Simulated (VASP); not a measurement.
# SiC (Imm2) in VASP: single point with PBE

Aim: the single point of SiC with PBE.

All numbers are computed with VASP 6.6.1; they aren't measurements. Logs are shortened: lines on timing, memory, paths and dates and some standing lists are left out, and cuts for length are marked.

### Step 1. The cell of the first run

Symmetry: Imm2, No. 44, orthorhombic system. Conventional cell: a = 3.097 Å, b = 3.097 Å, c = 4.380 Å, α = 90.00°, β = 90.00°, γ = 90.00°. Si (site symmetry mm2) has 4 C at 1.86 to 1.94 Å within 2.5 Å. Within 2.5 Å of C (site symmetry mm2) lie 4 Si at 1.86 to 1.94 Å.

### Step 2. Single point, PBE

The input, INCAR:

```
ALGO     = Normal         # electronic algorithm
EDIFF    = 1E-6           # SCF threshold, eV
ENCUT    = 600            # plane-wave cutoff, eV
GGA      = PE             # functional
GGA_COMPAT= F            
ISIF     = 2              # what is computed and relaxed
ISMEAR   = 0              # smearing method
LASPH    = T              # aspherical terms in the spheres
LCHARG   = T              # write CHGCAR
LELF     = T              # ELF
LREAL    = F              # projectors in reciprocal space
LVHAR    = T            
LWAVE    = F              # write WAVECAR
NBANDS   = 11             # bands
NELM     = 120            # most SCF steps
PREC     = Accurate       # precision mode
SIGMA    = 0.01           # smearing width, eV
```

The input, KPOINTS:

```
k-points
0
Gamma
  6 6 6
```

The input, POSCAR:

```
SiC
1.0
    0.0000000000      2.1900000000      2.1900000000
    2.1900000000      0.0000000000      2.1900000000
    2.1900000000      2.1900000000      0.0000000000
Si C
1 1
Direct
    0.0048820321     -0.0048820321     -0.0048820321
    0.2385844749      0.2614155251      0.2614155251
```

Potentials or basis: VASP PAW PBE potentials, release 64 (Si, C).

Started as:

```bash
cat potpaw_PBE.64/Si/POTCAR potpaw_PBE.64/C/POTCAR > POTCAR
mpirun -np 1 vasp_std > vasp.out
```

OUTCAR:

```text
EDIFF = 1E-6
   ENCUT = 600
   GGA = PE
   ISIF = 2
   ISMEAR = 0
   LASPH = T
   LREAL = F
   NELM = 120
   PREC = Accurate

 ion  position               nearest neighbor table
   1  0.005  0.995  0.995-   2 1.86   2 1.86   2 1.94   2 1.94
   2  0.239  0.261  0.261-   1 1.86   1 1.86   1 1.94   1 1.94

  LATTYP: Found a face centered cubic cell.
 ALAT       =     4.3800000000

  Lattice vectors:

 A1 = (   0.0000000000,   2.1900000000,   2.1900000000)
 A2 = (   2.1900000000,   0.0000000000,   2.1900000000)
 A3 = (   2.1900000000,   2.1900000000,   0.0000000000)

Analysis of symmetry for initial positions (statically):
=====================================================================
 Subroutine PRICEL returns:
 Original cell was already a primitive cell.

 Routine SETGRP: Setting up the symmetry group for a
 face centered cubic supercell.

 Subroutine GETGRP returns: Found  4 space group operations
 (whereof  4 operations were pure point group operations)
 out of a pool of 48 trial point group operations.

The static configuration has the point symmetry C_2v.

Analysis of symmetry for dynamics (positions and initial velocities):
=====================================================================
 Subroutine PRICEL returns:
 Original cell was already a primitive cell.

 Routine SETGRP: Setting up the symmetry group for a
 face centered cubic supercell.

 Subroutine GETGRP returns: Found  4 space group operations
 (whereof  4 operations were pure point group operations)
 out of a pool of 48 trial point group operations.

The dynamic configuration has the point symmetry C_2v.

 Subroutine INISYM returns: Found  4 space group operations
 (whereof  4 operations are pure point group operations),
 and found     1 'primitive' translations

----------------------------------------------------------------------------------------

                                     Primitive cell

  volume of cell :      21.0069

  direct lattice vectors                    reciprocal lattice vectors
     0.000000000  2.190000000  2.190000000    -0.228310502  0.228310502  0.228310502
     2.190000000  0.000000000  2.190000000     0.228310502 -0.228310502  0.228310502
     2.190000000  2.190000000  0.000000000     0.228310502  0.228310502 -0.228310502

  length of vectors
     3.097127702  3.097127702  3.097127702     0.395445390  0.395445390  0.395445390

  position of ions in fractional coordinates (direct lattice)
     0.004882032  0.995117968  0.995117968
     0.238584475  0.261415525  0.261415525

  ion indices of the primitive-cell ions
   primitive index   ion index
                 1           1
                 2           2

----------------------------------------------------------------------------------------

 KPOINTS: k-points

Automatic generation of k-mesh.
 Grid dimensions read from file:
 generate k-points for:    6    6    6

 Generating k-lattice:

  Cartesian coordinates                     Fractional coordinates (reciprocal lattice)
    -0.038051750  0.038051750  0.038051750     0.166666667  0.000000000  0.000000000
     0.038051750 -0.038051750  0.038051750     0.000000000  0.166666667  0.000000000
     0.038051750  0.038051750 -0.038051750     0.000000000  0.000000000  0.166666667

  Length of vectors
     0.065907565  0.065907565  0.065907565

  Shift w.r.t. Gamma in fractional coordinates (k-lattice)
     0.000000000  0.000000000  0.000000000

 Subroutine IBZKPT returns following result:
 ===========================================

 Found     46 irreducible k-points:

 Following reciprocal coordinates:
            Coordinates               Weight
  0.000000  0.000000  0.000000      1.000000
  0.166667  0.000000  0.000000      4.000000
  0.000000  0.166667  0.000000      4.000000
  0.333333  0.000000  0.000000      4.000000
  0.000000  0.333333  0.000000      4.000000
  0.500000  0.000000  0.000000      2.000000
[... 16 lines left out ...]
  0.000000 -0.166667  0.166667      2.000000
 -0.333333 -0.166667 -0.166667      2.000000
 [... further k-points ...]
   k-points           NKPTS =     46   k-points in BZ     NKDIM =     46   number of bands    NBANDS=     11
   number of dos      NEDOS =    301   number of ions     NIONS =      2
   total plane-waves  NPLWV =  21952
   dimension x,y,z NGX =    28 NGY =   28 NGZ =   28
   dimension x,y,z NGXF=    56 NGYF=   56 NGZF=   56
   ions per type =               1   1
   NGX,Y,Z   is equivalent  to a cutoff of  15.03, 15.03, 15.03 a.u.
   NGXF,Y,Z  is equivalent  to a cutoff of  30.06, 30.06, 30.06 a.u.
 SYSTEM =  unknown system
   PREC   = accura    normal or accurate (medium, high low for compatibility)
   ISTART =      0    job   : 0-new  1-cont  2-samecut
   ICHARG =      2    charge: 1-file 2-atom 10-const
   ISPIN  =      1    spin polarized calculation?
   LNONCOLLINEAR =      F non collinear calculations
   LSORBIT =      F    spin-orbit coupling
   LASPH  =      T    aspherical Exc in radial PAW
   ENCUT  =  600.0 eV  44.10 Ry    6.64 a.u.   6.19  6.19  6.19*2*pi/ulx,y,z
   NELM   =    120;   NELMIN=  2; NELMDL= -5     # of ELM steps
   EDIFF  = 0.1E-05   stopping-criterion for ELM
   LREAL  =      F    real-space projection
   EDIFFG = 0.1E-04   stopping-criterion for IOM
   NSW    =      0    number of steps for IOM
   IBRION =     -1    ionic relax: 0-MD 1-quasi-New 2-CG
   NFREE  =      0    steps in history (QN), initial steepest desc. (CG)
   ISIF   =      2    stress and relaxation
   ISYM   =      2    0-nonsym 1-usesym 2-fastsym
   POTIM  = 0.5000    time-step for ionic-motion
   TEBEG  =    0.0;   TEEND  =   0.0 temperature during run
   PSTRESS=    0.0 pullay stress
   NELECT =       8.0000    total number of electrons
   NUPDOWN=      -1.0000    fix difference up-down
   EMIN   =  10.00;   EMAX   =-10.00  energy-range for DOS
   EFERMI =   0.00;   METHOD = LEGACY
   ISMEAR =     0;   SIGMA  =   0.01  broadening in eV -4-tet -1-fermi 0-gaus
   EFERMI_NEDOS =   21; number of points for ismear=-14 and -15
   IALGO  =     38    algorithm
   IMIX   =      4    mixing-type and parameters
     AMIX     =   0.40;   BMIX     =  1.00
     AMIX_MAG =   1.60;   BMIX_MAG =  1.00
  volume/ion in A,a.u.               =      10.50        70.88
  Fermi-wavevector in a.u.,A,eV,Ry     =   1.186636  2.242416 19.158419  1.408104
  Thomas-Fermi vector in A             =   2.322804
   LORBIT       =      0    0 simple, 1 ext, 2 COOP (PROOUT), +10 PAW based schemes
   GGA     = PE    functional components
   LHFCALC =     F    Hartree Fock is set to
   AEXX    =    0.0000 exact exchange contribution
   IVDW    =     0    specifies the selected vdW correction
   LEPSILON=     F    determine dielectric tensor
   LRPA    =     F    only Hartree local field effects (RPA)
 non-spin polarized calculation
 Gauss-broadening in eV      SIGMA  =   0.01
  energy-cutoff  :      600.00
  volume of cell :       21.01
 maximum number of plane-waves:       725
 NGX is ok and might be reduce to    28
   NGX = 13   NGY = 13   NGZ = 13

 number of electron       8.0000000 magnetization

 Free energy of the ion-electron system (eV)
  ---------------------------------------------------
  ext. energy  EPLUGINS =         0.00000000
  ---------------------------------------------------
  free energy    TOTEN  =       -15.00441186 eV

  energy without entropy =      -15.00441186  energy(sigma->0) =      -15.00441186

 E-fermi :   8.3849     XC(G=0): -11.2885

 val. band max:        8.2654358743   @ k =   0.0000   0.0000   0.0000
 cond. band min:       9.2950721207   @ k =   0.5000   0.5000   0.0000
 fundamental gap:      1.0296362464
 Fermi energy:         8.3849145040

 k-point     1 :       0.0000    0.0000    0.0000
  band No.  band energies     occupation
      1      -7.3472      2.00000
      2       7.5909      2.00000
      3       7.9549      2.00000
      4       8.2654      2.00000
      5      13.9768      0.00000
      6      15.0141      0.00000
      7      15.1362      0.00000
      8      15.3048      0.00000
      9      22.3472      0.00000
     10      22.3489      0.00000
     11      24.1631      0.00000

 k-point     2 :       0.1667    0.0000    0.0000
  band No.  band energies     occupation
      1      -6.8171      2.00000
      2       5.7155      2.00000
      3       7.2838      2.00000
      4       7.7572      2.00000
      5      14.1252      0.00000
      6      15.4650      0.00000
      7      15.8239      0.00000
      8      16.1577      0.00000
      9      20.9077      0.00000
     10      20.9971      0.00000
     11      23.3501      0.00000

 k-point     3 :       0.0000    0.1667    0.0000
  band No.  band energies     occupation
      1      -6.8122      2.00000
      2       5.4164      2.00000
      3       7.5090      2.00000
      4       7.9172      2.00000
      5      14.1280      0.00000
      6      15.5186      0.00000
      7      15.7802      0.00000
      8      16.2097      0.00000
      9      20.7336      0.00000
     10      20.7578      0.00000
     11      23.5807      0.00000

 k-point     4 :       0.3333    0.0000    0.0000
  band No.  band energies     occupation
      1      -5.3252      2.00000
      2       1.9230      2.00000
      3       6.7954      2.00000
      4       7.2600      2.00000
      5      13.4681      0.00000
      6      15.1862      0.00000
      7      15.6978      0.00000
      8      17.7597      0.00000
      9      22.1152      0.00000
     10      22.3804      0.00000
     11      22.9983      0.00000
[... 239 lines left out ...]
 k-point    22 :      -0.1667    0.1667    0.0000
  band No.  band energies     occupation
      1      -5.9510      2.00000
      2       4.0371      2.00000
      3       5.5130      2.00000
      4       7.5919      2.00000
      5      14.8057      0.00000
      6      15.3756      0.00000
      7      15.9669      0.00000
      8      16.7423      0.00000
      9      19.3116      0.00000
     10      22.4054      0.00000
     11      26.3843      0.00000

 k-point    23 :       0.0000   -0.1667    0.1667
  band No.  band energies     occupation
      1      -5.9402      2.00000
      2       3.8129      2.00000
      3       5.5556      2.00000
      4       7.8808      2.00000
      5      14.9889      0.00000
      6      15.3224      0.00000
      7      15.6609      0.00000
      8      16.9612      0.00000
      9      19.2543      0.00000
     10      22.1587      0.00000
     11      26.2322      0.00000

 k-point    24 :      -0.3333   -0.1667   -0.1667
  band No.  band energies     occupation
      1      -5.9616      2.00000
      2       4.2699      2.00000
      3       5.5376      2.00000
      4       7.2254      2.00000
      5      14.7397      0.00000
      6      15.4165      0.00000
      7      16.1620      0.00000
      8      16.5889      0.00000
      9      19.2736      0.00000
     10      22.6742      0.00000
     11      26.1143      0.00000

 [... further k-points ...]

------------------------ aborting loop because EDIFF is reached ----------------------------------------

  FORCE on cell =-STRESS in cart. coord.  units (eV):
  Direction    XX          YY          ZZ          XY          YZ          ZX
  --------------------------------------------------------------------------------------
  -------------------------------------------------------------------------------------
  Total       -0.0242433      0.0882452      0.0882452      0.0000000     -0.5346769      0.0000000
  in kB       -1.8490109      6.7303785      6.7303785      0.0000000    -40.7792919      0.0000000
  external PRESSURE =       3.8705820 kB  Pullay stress =       0.0000000 kB

 VOLUME and BASIS-vectors are now :
 -----------------------------------------------------------------------------
  energy-cutoff  :      600.00
  volume of cell :       21.01
      direct lattice vectors                 reciprocal lattice vectors
     0.000000000  2.190000000  2.190000000    -0.228310502  0.228310502  0.228310502
     2.190000000  0.000000000  2.190000000     0.228310502 -0.228310502  0.228310502
     2.190000000  2.190000000  0.000000000     0.228310502  0.228310502 -0.228310502

 POSITION                                       TOTAL-FORCE (eV/Angst)
 -----------------------------------------------------------------------------------
      4.35862      2.19000      2.19000         1.317735      0.000000      0.000000
      1.14500      1.09500      1.09500        -1.317735     -0.000000     -0.000000
 -----------------------------------------------------------------------------------
    total drift:                               -0.000044      0.000000      0.000000

  FREE ENERGIE OF THE ION-ELECTRON SYSTEM (eV)
  ---------------------------------------------------
  free  energy   TOTEN  =       -15.0044118630 eV

  energy  without entropy=      -15.0044118630  energy(sigma->0) =      -15.00441186
```

Wall time 12 s (1 thread of AMD EPYC 7R13 (Zen 3), shared host); peak memory 0.12 GiB.

What came out:

```
Free energy            : -15.0044 eV
Pressure               : 0.4 GPa
Largest force          : 1.318 eV/Å
Band gap on the k mesh : 1.03 eV (least direct gap 4.35 eV)
```

Forces on the atoms (eV/Å):
```
Si   1.318  0.000  0.000
C   -1.318  0.000  0.000
```

Stress tensor (GPa, compression positive):
```
-0.18  0.00  0.00
 0.00  0.67 -4.08
 0.00 -4.08  0.67
```

Caveat: forces of over 1 eV/Å act on the atoms, so gaps and moduli don't describe the material at rest.
